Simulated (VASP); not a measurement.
# CoSi (P2_13) in VASP: settings compared, part 2 of 2

VASP 6.6.1. The steps go on from the part before.

## 3. Single point, revPBE, collinear spin, ferromagnetic start

This run uses another cell than the first one, of 11.02 Å³/atom, 1.075 times its volume.

Contents of INCAR:

```
PREC = Accurate
ENCUT = 520
EDIFF = 1E-7
ISMEAR = -1
SIGMA = 0.05
LREAL = False
LASPH = True
NELM = 150
ALGO = Normal
ISIF = 2
LWAVE = False
LCHARG = True
ISPIN = 2
MAGMOM = 2 2 2 2 0 0 0 0
LORBIT = 11
LMAXMIX = 4
GGA = RE
LELF = True
LVHAR = True
NBANDS = 40
```

Contents of KPOINTS:

```
Automatic mesh
0
Gamma
  6 6 6
```

Contents of POSCAR:

```
CoSi
1.0
    4.4506199590      0.0000000000      0.0000000000
    0.0000000000      4.4506199590      0.0000000000
    0.0000000000      0.0000000000      4.4506199590
Co Si
4 4
Direct
    0.8551511895      0.6448488105      0.3551511895
    0.6448488105      0.3551511895      0.8551511895
    0.3551511895      0.8551511895      0.6448488105
    0.1448488105      0.1448488105      0.1448488105
    0.1567809560      0.3432190440      0.6567809560
    0.3432190440      0.6567809560      0.1567809560
    0.6567809560      0.1567809560      0.3432190440
    0.8432190440      0.8432190440      0.8432190440
```

Potentials or basis: VASP PAW PBE potentials, release 64 (Co, Si).

The run is started by

```console
$ cat potpaw_PBE.64/Co/POTCAR potpaw_PBE.64/Si/POTCAR > POTCAR
$ mpirun -np 1 vasp_std > vasp.out
```

Run time: 4.7 min. Hardware: 1 thread of Intel Xeon 8259CL, shared host; peak memory 0.31 GiB.

Results (log left out):

```yaml
Free_energy: -51.9988 eV
Pressure: -0.4 GPa
Largest_force: 0.003 eV/Å
Band_gap_on_the_k_mesh: zero (filled and empty bands overlap)
Net_moment: 0.00 μB per cell
Valence_electrons_inside_the_program's_atomic_spheres: Co 8.59; Si 1.60
```

Forces in eV/Å, atoms in the order of the input:
```
Co  -0.001  0.001 -0.001
Co   0.001 -0.001 -0.001
Co  -0.001 -0.001  0.001
Co   0.001  0.001  0.001
Si  -0.002  0.002 -0.002
Si   0.002 -0.002 -0.002
Si  -0.002 -0.002  0.002
Si   0.002  0.002  0.002
```

Levels at points of the mesh, in eV from the Fermi level:
Spin up:
```
           k point  band 22  band 23  band 24  band 25  band 26  band 27  band 28  band 29  band 30  band 31
(0.00, 0.00, 0.00)    -0.93    -0.80    -0.80    -0.04    -0.04    -0.04     2.41     2.41     2.41     2.84
(0.50, 0.00, 0.00)    -1.05    -0.67    -0.67    -0.51    -0.51     0.95     0.95     1.42     1.42     4.19
(0.50, 0.50, 0.00)    -1.49    -1.01    -1.01    -0.07    -0.07     0.54     0.54     1.93     1.93     2.43
(0.50, 0.50, 0.50)    -1.23    -1.23    -1.23    -0.25    -0.25    -0.25    -0.25     5.31     5.31     5.31
```
Spin down:
| k point | band 22 | band 23 | band 24 | band 25 | band 26 | band 27 | band 28 | band 29 | band 30 | band 31 |
| --- | --- | --- | --- | --- | --- | --- | --- | --- | --- | --- |
| (0.00, 0.00, 0.00) | -0.93 | -0.80 | -0.80 | -0.04 | -0.04 | -0.04 | 2.41 | 2.41 | 2.41 | 2.84 |
| (0.50, 0.00, 0.00) | -1.05 | -0.67 | -0.67 | -0.51 | -0.51 | 0.95 | 0.95 | 1.42 | 1.42 | 4.19 |
| (0.50, 0.50, 0.00) | -1.49 | -1.01 | -1.01 | -0.07 | -0.07 | 0.54 | 0.54 | 1.93 | 1.93 | 2.43 |
| (0.50, 0.50, 0.50) | -1.23 | -1.23 | -1.23 | -0.25 | -0.25 | -0.25 | -0.25 | 5.31 | 5.31 | 5.31 |

Caveat: the starting moments collapsed, and a magnetic state may lie lower; the PAW data sets were made with another functional, which shifts forces and pressure a little.

## 4. Single point, PBE, collinear spin, ferromagnetic start

This run uses another cell than the first one, of 11.14 Å³/atom, 1.087 times its volume.

Contents of INCAR:

```
PREC     = Accurate       # precision mode
ENCUT    = 520            # plane-wave cutoff, eV
EDIFF    = 1E-7           # SCF threshold, eV
ISMEAR   = -1             # smearing method
SIGMA    = 0.05           # smearing width, eV
LREAL    = False          # projectors in reciprocal space
LASPH    = True           # aspherical terms in the spheres
NELM     = 150            # most SCF steps
ALGO     = Normal         # electronic algorithm
ISIF     = 2              # what is computed and relaxed
LWAVE    = False          # write WAVECAR
LCHARG   = False          # write CHGCAR
ISPIN    = 2              # spin polarisation
MAGMOM   = 2 2 2 2 0 0 0 0 # initial moments
LORBIT   = 11             # projections on sites
LMAXMIX  = 4              # l up to which the mixer works
GGA      = PE             # functional
NBANDS   = 40             # bands
```

KPOINTS is that of step 3.

Contents of POSCAR:

```
CoSi
1.0
    4.4673915850      0.0000000000      0.0000000000
    0.0000000000      4.4673915850      0.0000000000
    0.0000000000      0.0000000000      4.4673915850
Co Si
4 4
Direct
    0.8600000000      0.6400000000      0.3600000000
    0.6400000000      0.3600000000      0.8600000000
    0.3600000000      0.8600000000      0.6400000000
    0.1400000000      0.1400000000      0.1400000000
    0.1570000000      0.3430000000      0.6570000000
    0.3430000000      0.6570000000      0.1570000000
    0.6570000000      0.1570000000      0.3430000000
    0.8430000000      0.8430000000      0.8430000000
```

The run is started by

```console
$ cat potpaw_PBE.64/Co/POTCAR potpaw_PBE.64/Si/POTCAR > POTCAR
$ mpirun -np 1 vasp_std > vasp.out
```

It took 4.5 min on 1 thread of Intel Xeon 8259CL, shared host; peak memory 0.3 GiB.

The run converged. Its results:

```yaml
Free_energy: -54.7052 eV
Pressure: -4.6 GPa
Largest_force: 0.199 eV/Å
Band_gap_on_the_k_mesh: zero (filled and empty bands overlap)
Net_moment: 0.00 μB per cell
Valence_electrons_inside_the_program's_atomic_spheres: Co 8.57; Si 1.60
```

Forces on the atoms (eV/Å):
```
Co  -0.115  0.115 -0.115
Co   0.115 -0.115 -0.115
Co  -0.115 -0.115  0.115
Co   0.115  0.115  0.115
Si   0.035 -0.035  0.035
Si  -0.035  0.035  0.035
Si   0.035  0.035 -0.035
Si  -0.035 -0.035 -0.035
```

Levels at points of the mesh, in eV from the Fermi level:
Spin up:
```
           k point  band 23  band 24  band 25  band 26  band 27  band 28  band 29  band 30
(0.00, 0.00, 0.00)    -0.79    -0.79    -0.05    -0.05    -0.05     2.34     2.34     2.34
(0.50, 0.00, 0.00)    -0.69    -0.69    -0.49    -0.49     0.93     0.93     1.36     1.36
(0.50, 0.50, 0.00)    -1.02    -1.02    -0.06    -0.06     0.50     0.50     1.87     1.87
(0.50, 0.50, 0.50)    -1.22    -1.22    -0.24    -0.24    -0.24    -0.24     5.17     5.17
```
Spin down:
```csv
k point,band 24,band 25,band 26,band 27,band 28,band 29
"(0.00, 0.00, 0.00)",-0.79,-0.05,-0.05,-0.05,2.34,2.34
"(0.50, 0.00, 0.00)",-0.69,-0.49,-0.49,0.93,0.93,1.36
"(0.50, 0.50, 0.00)",-1.02,-0.06,-0.06,0.50,0.50,1.87
"(0.50, 0.50, 0.50)",-1.22,-0.24,-0.24,-0.24,-0.24,5.17
```

Caveat: the starting moments collapsed, and a magnetic state may lie lower.

## 5. Single point, PBE, collinear spin, ferromagnetic start

This run uses another cell than the first one, of 11.36 Å³/atom, 1.108 times its volume.

Contents of INCAR:

```
  PREC = Accurate
  ENCUT = 520
  EDIFF = 1E-7
  ISMEAR = -1
  SIGMA = 0.05
  LREAL = F
  LASPH = T
  NELM = 150
  ALGO = Normal
  ISIF = 2
  LWAVE = F
  LCHARG = F
  ISPIN = 2
  MAGMOM = 2 2 2 2 0 0 0 0
  LORBIT = 11
  LMAXMIX = 4
  GGA = PE
  NBANDS = 40
```

Contents of KPOINTS:

```
regular mesh
0
Gamma
  6 6 6
```

POSCAR, as its differences from that of step 4:

```diff
@@ -2,5 +2,5 @@
 1.0
-    4.4673915850      0.0000000000      0.0000000000
-    0.0000000000      4.4673915850      0.0000000000
-    0.0000000000      0.0000000000      4.4673915850
+    4.4964014342      0.0000000000      0.0000000000
+    0.0000000000      4.4964014342      0.0000000000
+    0.0000000000      0.0000000000      4.4964014342
 Co Si
```

Potentials or basis: VASP PAW PBE potentials, release 64 (Co, Si).

The run is started by

```console
$ cat potpaw_PBE.64/Co/POTCAR potpaw_PBE.64/Si/POTCAR > POTCAR
$ mpirun -np 1 vasp_std > vasp.out
```

OUTCAR:

```text
PREC = Accurate
   ENCUT = 520
   EDIFF = 1E-7
   ISMEAR = -1
   LREAL = F
   LASPH = T
   NELM = 150
   ISIF = 2
   ISPIN = 2
   LORBIT = 11
   GGA = PE

 ion  position               nearest neighbor table
   1  0.860  0.640  0.360-   5 2.31   6 2.36   7 2.36   8 2.36   7 2.50   8 2.50   6 2.50   2 2.76
                             2 2.76   3 2.76   4 2.76   3 2.76   4 2.76
   2  0.640  0.360  0.860-   6 2.31   5 2.36   7 2.36   8 2.36   5 2.50   7 2.50   8 2.50   1 2.76
                             1 2.76   3 2.76   3 2.76   4 2.76   4 2.76
   3  0.360  0.860  0.640-   7 2.31   6 2.36   5 2.36   8 2.36   6 2.50   5 2.50   8 2.50   1 2.76
                             4 2.76   2 2.76   2 2.76   1 2.76   4 2.76
   4  0.140  0.140  0.140-   8 2.31   6 2.36   7 2.36   5 2.36   6 2.50   5 2.50   7 2.50   2 2.76
[... 2230 lines left out ...]
      1.54227      2.95414      0.70594        -0.048230      0.048230      0.048230
      2.95414      0.70594      1.54227         0.048230      0.048230     -0.048230
      3.79047      3.79047      3.79047        -0.048230     -0.048230     -0.048230
 -----------------------------------------------------------------------------------
    total drift:                               -0.000000      0.000000      0.000000

  FREE ENERGIE OF THE ION-ELECTRON SYSTEM (eV)
  ---------------------------------------------------
  free  energy   TOTEN  =       -54.6347401942 eV

  energy  without entropy=      -54.6188948064  energy(sigma->0) =      -54.62681750

 total charge

# of ion       s       p       d       tot
------------------------------------------
    1        0.417   0.575   7.529   8.521
    2        0.417   0.575   7.529   8.521
    3        0.417   0.575   7.529   8.521
    4        0.417   0.575   7.529   8.521
    5        0.728   0.856   0.000   1.584
    6        0.728   0.856   0.000   1.584
    7        0.728   0.856   0.000   1.584
    8        0.728   0.856   0.000   1.584
--------------------------------------------------
tot          4.580   5.723  30.115  40.419

 magnetization (x)

# of ion       s       p       d       tot
------------------------------------------
    1       -0.000  -0.000  -0.000  -0.000
    2       -0.000  -0.000  -0.000  -0.000
    3       -0.000  -0.000  -0.000  -0.000
    4       -0.000  -0.000  -0.000  -0.000
    5        0.000   0.000   0.000   0.000
    6        0.000   0.000   0.000   0.000
    7        0.000   0.000   0.000   0.000
    8        0.000   0.000   0.000   0.000
--------------------------------------------------
tot          0.000   0.000  -0.000  -0.000
```

stdout:

```text
POSCAR found type information on POSCAR CoSi
 POSCAR found :  2 types and       8 ions
 scaLAPACK will be used
 LDA part: xc-table for (Slater+PW92), standard interpolation
 POSCAR, INCAR and KPOINTS ok, starting setup
 FFT: planning ... GRIDC
 FFT: planning ... GRID_SOFT
 FFT: planning ... GRID
 WAVECAR not read
 entering main loop
```

It took 4.7 min on 1 thread of Intel Xeon 8259CL, shared host; peak memory 0.3 GiB.

Results:

| Quantity | Value |
| --- | --- |
| Free energy | -54.6347 eV |
| Pressure | -8.3 GPa |
| Largest force | 0.132 eV/Å |
| Band gap on the k mesh | zero (filled and empty bands overlap) |
| Net moment | 0.00 μB per cell |
| Valence electrons inside the program's atomic spheres | Co 8.52; Si 1.58 |

Forces on the atoms (eV/Å):
```
Co  -0.076  0.076 -0.076
Co   0.076 -0.076 -0.076
Co  -0.076 -0.076  0.076
Co   0.076  0.076  0.076
Si   0.048 -0.048  0.048
Si  -0.048  0.048  0.048
Si   0.048  0.048 -0.048
Si  -0.048 -0.048 -0.048
```

Caveat: the starting moments collapsed, and a magnetic state may lie lower.
